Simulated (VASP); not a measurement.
# CoSn (P6/mmm) in VASP: further runs

Runs on CoSn. Level: PBEsol. Tasks: relaxation of shape and atoms at fixed volume, relaxation of cell and atoms.

Everything below comes from runs of VASP 6.6.1. Logs are shortened: lines on timing, memory, paths and dates and some standing lists are left out, and cuts for length are marked.

### 1 The cell of the first run

Symmetry: P6/mmm, No. 191, hexagonal system. The conventional cell has a = 5.167 Å, b = 5.167 Å, c = 4.126 Å, α = 90.00°, β = 90.00°, γ = 120.00°. Within 3.4 Å of Co (site symmetry mmm) lie 6 Sn at 2.55 to 2.58 Å and 4 Co at 2.58 Å. Sn (site symmetry -6m2) has 6 Co at 2.55 Å and 3 Sn at 2.98 Å within 3.4 Å. Sn (site symmetry 6/mmm) has 6 Co at 2.58 Å within 3.4 Å.

### 2 Relaxation of shape and atoms at fixed volume, PBEsol (15.90 Å³/atom)

INCAR

```
  ALGO = Fast
  EDIFF = 1E-7
  EDIFFG = -0.01
  ENCUT = 600
  GGA = PS
  IBRION = 2
  ISIF = 4
  ISMEAR = 0
  LASPH = True
  LCHARG = False
  LREAL = False
  LWAVE = False
  NELM = 100
  NSW = 50
  PREC = Accurate
  SIGMA = 0.1
```

KPOINTS

```
k-points
0
Gamma
  12 12 8
```

POSCAR

```
CoSn
1.0
    5.1669878125      0.0000000000      0.0000000000
   -2.5834939063      4.4747427067      0.0000000000
    0.0000000000      0.0000000000      4.1263632314
Co Sn
3 3
Direct
    0.0000000000      0.5000000000      0.0000000000
    0.5000000000      0.5000000000      0.0000000000
    0.5000000000      0.0000000000      0.0000000000
    0.6666666667      0.3333333333      0.5000000000
    0.3333333333      0.6666666667      0.5000000000
    0.0000000000      0.0000000000      0.0000000000
```

Potentials or basis: VASP PAW PBE potentials, release 64 (Co, Sn_d).

Started as:

```bash
cat potpaw_PBE.64/Co/POTCAR potpaw_PBE.64/Sn_d/POTCAR > POTCAR
mpirun -np 1 vasp_std > vasp.out
```

OUTCAR:

```text
EDIFF = 1E-7
   EDIFFG = -0.01
   ENCUT = 600
   GGA = PS
   IBRION = 2
   ISIF = 4
   ISMEAR = 0
   LASPH = True
   LREAL = False
   NELM = 100
   NSW = 50
   PREC = Accurate

 ion  position               nearest neighbor table
   1  0.000  0.500  0.000-   4 2.55   5 2.55   4 2.55   5 2.55   2 2.58   2 2.58   3 2.58   3 2.58
                             6 2.58   6 2.58
   2  0.500  0.500  0.000-   4 2.55   5 2.55   4 2.55   5 2.55   1 2.58   1 2.58   6 2.58   6 2.58
                             3 2.58   3 2.58
   3  0.500  0.000  0.000-   4 2.55   5 2.55   4 2.55   5 2.55   6 2.58   6 2.58   1 2.58   1 2.58
                             2 2.58   2 2.58
   4  0.667  0.333  0.500-   1 2.55   1 2.55   3 2.55   3 2.55   2 2.55   2 2.55   5 2.98   5 2.98
                             5 2.98   6 3.63   6 3.63   6 3.63   6 3.63   6 3.63   6 3.63
   5  0.333  0.667  0.500-   1 2.55   1 2.55   3 2.55   3 2.55   2 2.55   2 2.55   4 2.98   4 2.98
                             4 2.98   6 3.63   6 3.63   6 3.63   6 3.63   6 3.63   6 3.63
   6  0.000  0.000  0.000-   3 2.58   3 2.58   2 2.58   2 2.58   1 2.58   1 2.58   5 3.63   4 3.63
                             5 3.63   4 3.63   4 3.63   5 3.63   5 3.63   4 3.63   5 3.63   5 3.63

  LATTYP: Found a hexagonal cell.
 ALAT       =     5.1669878125
 C/A-ratio  =     0.7986013091

  Lattice vectors:

 A1 = (   5.1669878125,   0.0000000000,   0.0000000000)
 A2 = (  -2.5834939063,   4.4747427067,   0.0000000000)
 A3 = (   0.0000000000,   0.0000000000,   4.1263632314)

Analysis of symmetry for initial positions (statically):
=====================================================================
 Subroutine PRICEL returns:
 Original cell was already a primitive cell.

 Routine SETGRP: Setting up the symmetry group for a
 hexagonal supercell.

 Subroutine GETGRP returns: Found 24 space group operations
 (whereof 24 operations were pure point group operations)
 out of a pool of 24 trial point group operations.

The static configuration has the point symmetry D_6h.

Analysis of symmetry for dynamics (positions and initial velocities):
=====================================================================
 Subroutine PRICEL returns:
 Original cell was already a primitive cell.

 Routine SETGRP: Setting up the symmetry group for a
 hexagonal supercell.

 Subroutine GETGRP returns: Found 24 space group operations
 (whereof 24 operations were pure point group operations)
 out of a pool of 24 trial point group operations.

The dynamic configuration has the point symmetry D_6h.

 Subroutine INISYM returns: Found 24 space group operations
 (whereof 24 operations are pure point group operations),
 and found     1 'primitive' translations

----------------------------------------------------------------------------------------

                                     Primitive cell

  volume of cell :      95.4054

  direct lattice vectors                    reciprocal lattice vectors
     5.166987813  0.000000000  0.000000000     0.193536357  0.111738268  0.000000000
    -2.583493906  4.474742707  0.000000000     0.000000000  0.223476536  0.000000000
     0.000000000  0.000000000  4.126363231     0.000000000  0.000000000  0.242344152

  length of vectors
     5.166987813  5.166987813  4.126363231     0.223476536  0.223476536  0.242344152

  position of ions in fractional coordinates (direct lattice)
     0.000000000  0.500000000  0.000000000
     0.500000000  0.500000000  0.000000000
     0.500000000  0.000000000  0.000000000
     0.666666667  0.333333333  0.500000000
     0.333333333  0.666666667  0.500000000
     0.000000000  0.000000000  0.000000000

  ion indices of the primitive-cell ions
   primitive index   ion index
                 1           1
                 2           2
                 3           3
                 4           4
                 5           5
                 6           6

----------------------------------------------------------------------------------------

 KPOINTS: k-points

Automatic generation of k-mesh.
 Grid dimensions read from file:
 generate k-points for:   12   12    8

 Generating k-lattice:

  Cartesian coordinates                     Fractional coordinates (reciprocal lattice)
     0.016128030  0.009311522  0.000000000     0.083333333  0.000000000  0.000000000
     0.000000000  0.018623045  0.000000000     0.000000000  0.083333333  0.000000000
     0.000000000  0.000000000  0.030293019     0.000000000  0.000000000  0.125000000

  Length of vectors
     0.018623045  0.018623045  0.030293019

  Shift w.r.t. Gamma in fractional coordinates (k-lattice)
     0.000000000  0.000000000  0.000000000

 Subroutine IBZKPT returns following result:
 ===========================================

 Found     95 irreducible k-points:

 Following reciprocal coordinates:
            Coordinates               Weight
  0.000000  0.000000  0.000000      1.000000
  0.083333  0.000000  0.000000      6.000000
  0.166667  0.000000  0.000000      6.000000
  0.250000  0.000000  0.000000      6.000000
  0.333333  0.000000  0.000000      6.000000
  0.416667  0.000000  0.000000      6.000000
[... 16 lines left out ...]
  0.250000  0.000000  0.125000     12.000000
  0.333333  0.000000  0.125000     12.000000
 [... further k-points ...]
   k-points           NKPTS =     95   k-points in BZ     NKDIM =     95   number of bands    NBANDS=     41
   number of dos      NEDOS =    301   number of ions     NIONS =      6
   total plane-waves  NPLWV =  63504
   dimension x,y,z NGX =    42 NGY =   42 NGZ =   36
   dimension x,y,z NGXF=    84 NGYF=   84 NGZF=   72
   ions per type =               3   3
   NGX,Y,Z   is equivalent  to a cutoff of  13.51, 13.51, 14.50 a.u.
   NGXF,Y,Z  is equivalent  to a cutoff of  27.03, 27.03, 29.01 a.u.
 SYSTEM =  unknown system
   PREC   = accura    normal or accurate (medium, high low for compatibility)
   ISTART =      0    job   : 0-new  1-cont  2-samecut
   ICHARG =      2    charge: 1-file 2-atom 10-const
   ISPIN  =      1    spin polarized calculation?
   LNONCOLLINEAR =      F non collinear calculations
   LSORBIT =      F    spin-orbit coupling
   LASPH  =      T    aspherical Exc in radial PAW
   ENCUT  =  600.0 eV  44.10 Ry    6.64 a.u.  10.32 10.32  8.24*2*pi/ulx,y,z
   NELM   =    100;   NELMIN=  2; NELMDL= -5     # of ELM steps
   EDIFF  = 0.1E-06   stopping-criterion for ELM
   LREAL  =      F    real-space projection
   EDIFFG = -.1E-01   stopping-criterion for IOM
   NSW    =     50    number of steps for IOM
   IBRION =      2    ionic relax: 0-MD 1-quasi-New 2-CG
   NFREE  =      1    steps in history (QN), initial steepest desc. (CG)
   ISIF   =      4    stress and relaxation
   ISYM   =      2    0-nonsym 1-usesym 2-fastsym
   POTIM  = 0.5000    time-step for ionic-motion
   TEBEG  =    0.0;   TEEND  =   0.0 temperature during run
   PSTRESS=    0.0 pullay stress
   NELECT =      69.0000    total number of electrons
   NUPDOWN=      -1.0000    fix difference up-down
   EMIN   =  10.00;   EMAX   =-10.00  energy-range for DOS
   EFERMI =   0.00;   METHOD = LEGACY
   ISMEAR =     0;   SIGMA  =   0.10  broadening in eV -4-tet -1-fermi 0-gaus
   EFERMI_NEDOS =   21; number of points for ismear=-14 and -15
   IALGO  =     68    algorithm
   IMIX   =      4    mixing-type and parameters
     AMIX     =   0.40;   BMIX     =  1.00
     AMIX_MAG =   1.60;   BMIX_MAG =  1.00
  volume/ion in A,a.u.               =      15.90       107.30
  Fermi-wavevector in a.u.,A,eV,Ry     =   1.469491  2.776935 29.380465  2.159403
  Thomas-Fermi vector in A             =   2.584862
   LORBIT       =      0    0 simple, 1 ext, 2 COOP (PROOUT), +10 PAW based schemes
   GGA     = PS    functional components
   LHFCALC =     F    Hartree Fock is set to
   AEXX    =    0.0000 exact exchange contribution
   IVDW    =     0    specifies the selected vdW correction
   LEPSILON=     F    determine dielectric tensor
   LRPA    =     F    only Hartree local field effects (RPA)
 conjugate gradient relaxation of ions
 non-spin polarized calculation
 RMM-DIIS sequential band-by-band and
 Gauss-broadening in eV      SIGMA  =   0.10
  energy-cutoff  :      600.00
  volume of cell :       95.41
 maximum number of plane-waves:      3215
 NGX is ok and might be reduce to    42
   NGX = 21   NGY = 21   NGZ = 17

 number of electron      68.9999999 magnetization

 Free energy of the ion-electron system (eV)
  ---------------------------------------------------
  ext. energy  EPLUGINS =         0.00000000
  ---------------------------------------------------
  free energy    TOTEN  =       -36.93916645 eV

  energy without entropy =      -36.92739947  energy(sigma->0) =      -36.93328296

 E-fermi :  10.6180     XC(G=0): -12.2588

 val. band max:       10.6139407725   @ k =   0.0833   0.0833   0.5000
 cond. band min:      10.6518460022   @ k =   0.2500   0.0000   0.0000
 fundamental gap:      0.0379052298
 Fermi energy:        10.6179837850

 k-point     1 :       0.0000    0.0000    0.0000
  band No.  band energies     occupation
      1     -10.7735      2.00000
      2     -10.6741      2.00000
      3     -10.6741      2.00000
      4     -10.6554      2.00000
      5     -10.6554      2.00000
      6     -10.5924      2.00000
[... 33 lines left out ...]
     40      14.4851      0.00000
     41      16.1745      0.00000

 k-point     2 :       0.0833    0.0000    0.0000
  band No.  band energies     occupation
      1     -10.7725      2.00000
      2     -10.6816      2.00000
      3     -10.6785      2.00000
      4     -10.6573      2.00000
      5     -10.6563      2.00000
      6     -10.5975      2.00000
[... 33 lines left out ...]
     40      14.4617      0.00000
     41      16.1205      0.00000

 k-point     3 :       0.1667    0.0000    0.0000
  band No.  band energies     occupation
      1     -10.7700      2.00000
      2     -10.6991      2.00000
      3     -10.6909      2.00000
      4     -10.6618      2.00000
      5     -10.6573      2.00000
      6     -10.6046      2.00000
[... 875 lines left out ...]
      2     -10.7210      2.00000
      3     -10.7095      2.00000
      4     -10.6637      2.00000
      5     -10.6537      2.00000
      6     -10.6042      2.00000
[... 33 lines left out ...]
     40      14.1762      0.00000
     41      15.1708      0.00000

 k-point    24 :       0.3333    0.0000    0.1250
  band No.  band energies     occupation
      1     -10.7610      2.00000
      2     -10.7373      2.00000
      3     -10.7231      2.00000
      4     -10.6681      2.00000
      5     -10.6509      2.00000
      6     -10.6053      2.00000
[... 33 lines left out ...]
     40      14.4165      0.00000
     41      15.2264      0.00000

 [... further k-points ...]
[... 5 lines left out ...]
  --------------------------------------------------------------------------------------
  -------------------------------------------------------------------------------------
  Total        2.8242138      2.8242138      2.7641423     -0.0000000      0.0000000      0.0000000
  in kB       47.4280412     47.4280412     46.4192388     -0.0000000      0.0000000      0.0000000
  external PRESSURE =      47.0917737 kB  Pullay stress =       0.0000000 kB

 VOLUME and BASIS-vectors are now :
 -----------------------------------------------------------------------------
  energy-cutoff  :      600.00
  volume of cell :       95.41
      direct lattice vectors                 reciprocal lattice vectors
     5.166987813  0.000000000  0.000000000     0.193536357  0.111738268  0.000000000
    -2.583493906  4.474742707  0.000000000     0.000000000  0.223476536  0.000000000
     0.000000000  0.000000000  4.126363231     0.000000000  0.000000000  0.242344152

 POSITION                                       TOTAL-FORCE (eV/Angst)
 -----------------------------------------------------------------------------------
     -1.29175      2.23737      0.00000         0.000000      0.000000      0.000000
      1.29175      2.23737      0.00000         0.000000      0.000000      0.000000
      2.58349      0.00000      0.00000         0.000000      0.000000      0.000000
      2.58349      1.49158      2.06318         0.000000     -0.000000     -0.000000
     -0.00000      2.98316      2.06318        -0.000000      0.000000      0.000000
      0.00000      0.00000      0.00000         0.000000      0.000000      0.000000
 -----------------------------------------------------------------------------------
    total drift:                                0.000000      0.000000     -0.000000

  FREE ENERGIE OF THE ION-ELECTRON SYSTEM (eV)
  ---------------------------------------------------
  free  energy   TOTEN  =       -36.9391664523 eV

  energy  without entropy=      -36.9273994740  energy(sigma->0) =      -36.93328296

 reached required accuracy - stopping structural energy minimisation
```

It took 17 min on 1 thread of Intel Xeon 8259CL, shared host; peak memory 0.51 GiB.

What came out:

- Free energy: -36.9392 eV
- Pressure after relaxing: 4.7 GPa
- Band gap on the k mesh: zero (an odd number of electrons rules out a gap without spin polarisation)

Stress tensor (GPa, compression positive):
```
4.74 0.00 0.00
0.00 4.74 0.00
0.00 0.00 4.64
```

Final structure:
```
Co Sn
1.0
     5.16699    0.00000    0.00000
    -2.58349    4.47474    0.00000
     0.00000    0.00000    4.12636
Co Sn
3 3
Direct
  0.00000 0.50000 0.00000
  0.50000 0.50000 0.00000
  0.50000 0.00000 0.00000
  0.66667 0.33333 0.50000
  0.33333 0.66667 0.50000
  0.00000 0.00000 0.00000
```

Caveat: the PAW data sets were made with another functional, which shifts forces and pressure a little; spin-orbit coupling is left out, which moves the levels of the heavy elements; the run has no spin polarisation, though such a crystal can be magnetic.

### 3 Relaxation of cell and atoms, PBEsol

This run uses another cell than the first one, of 16.63 Å³/atom.

INCAR

```
SYSTEM = CoSn
PREC = Accurate
ENCUT = 600
EDIFF = 1E-7
ISMEAR = 0
SIGMA = 0.1
LREAL = .FALSE.
LASPH = .TRUE.
NELM = 80
ALGO = Fast
ISIF = 3
LWAVE = .FALSE.
LCHARG = .FALSE.
GGA = PS
IBRION = 2
NSW = 100
EDIFFG = -0.005
```

KPOINTS

```
Automatic mesh
0
G
  12 12 8
  0 0 0
```

POSCAR

```
CoSn
1.0
    5.2460399276      0.0000000000      0.0000000000
   -2.6230199638      4.5432038466      0.0000000000
    0.0000000000      0.0000000000      4.1875903000
Co Sn
3 3
Direct
    0.0000000000      0.5000000000      0.0000000000
    0.5000000000      0.5000000000      0.0000000000
    0.5000000000      0.0000000000      0.0000000000
    0.6666666700      0.3333333300      0.5000000000
    0.3333333300      0.6666666700      0.5000000000
    0.0000000000      0.0000000000      0.0000000000
```

Potentials or basis: VASP PAW PBE potentials, release 64 (Co, Sn_d).

Started as:

```bash
cat potpaw_PBE.64/Co/POTCAR potpaw_PBE.64/Sn_d/POTCAR > POTCAR
mpirun -np 1 vasp_std > vasp.out
```

It took 21 min on 1 thread of AMD EPYC 7R13 (Zen 3), shared host; peak memory 0.5 GiB.

Results (log left out):

- Free energy: -36.9821 eV
- Relaxed volume: 16.39 Å³/atom
- Relaxed cell: a = 5.220 Å, b = 5.220 Å, c = 4.167 Å, α = 90.00°, β = 90.00°, γ = 120.00°
- Space group after relaxing (to 0.1 Å): P6/mmm (No. 191)
- Energy gained by relaxing: 1.7 meV/atom
- Ionic steps: 3
- Pressure after relaxing: 0.0 GPa
- Band gap on the k mesh: zero (an odd number of electrons rules out a gap without spin polarisation)

Step by step:
| step | energy change (eV) | largest force (eV/Å) | pressure (GPa) | volume (Å³) |
| --- | --- | --- | --- | --- |
| 1 | 0.0000 | 0.0000 | -2.09 | 99.81 |
| 2 | 0.0025 | 0.0000 | 2.52 | 96.70 |
| 3 | -0.0100 | 0.0000 | -0.01 | 98.32 |

Final structure:
```xyz
6
Lattice="5.2198 0.0000 0.0000 -2.6099 4.5205 0.0000 0.0000 0.0000 4.1666" Properties=species:S:1:pos:R:3 pbc="T T T"
Co   -1.3050    2.2602    4.1666
Co    1.3050    2.2602    4.1666
Co    0.0000    4.5205    4.1666
Sn    2.6099    1.5068    2.0833
Sn    0.0000    3.0137    2.0833
Sn   -2.6099    4.5205    4.1666
```

Levels at points of the mesh, in eV from the Fermi level:
```tsv
k point	band 30	band 31	band 32	band 33	band 34	band 35	band 36	band 37	band 38	band 39
(0.00, 0.00, 0.00)	-0.45	-0.43	-0.43	-0.41	-0.41	0.54	0.69	1.44	1.44	3.01
(0.50, 0.00, 0.00)	-0.96	-0.64	-0.43	-0.42	0.76	1.06	1.78	1.87	2.68	3.45
(0.00, 0.00, 0.50)	-0.96	-0.96	-0.50	-0.50	-0.50	-0.39	-0.39	-0.18	0.54	1.42
(0.50, 0.00, 0.50)	-1.26	-0.98	-0.70	-0.50	-0.43	-0.40	-0.11	0.45	1.32	4.14
```

Caveat: the PAW data sets were made with another functional, which shifts forces and pressure a little; spin-orbit coupling is left out, which moves the levels of the heavy elements; the run has no spin polarisation, though such a crystal can be magnetic. Spin polarisation is off, so any magnetic state and its effect on volume and gap are missing.

The gap in the log of VASP goes by the Fermi energy; the results here count the filled bands.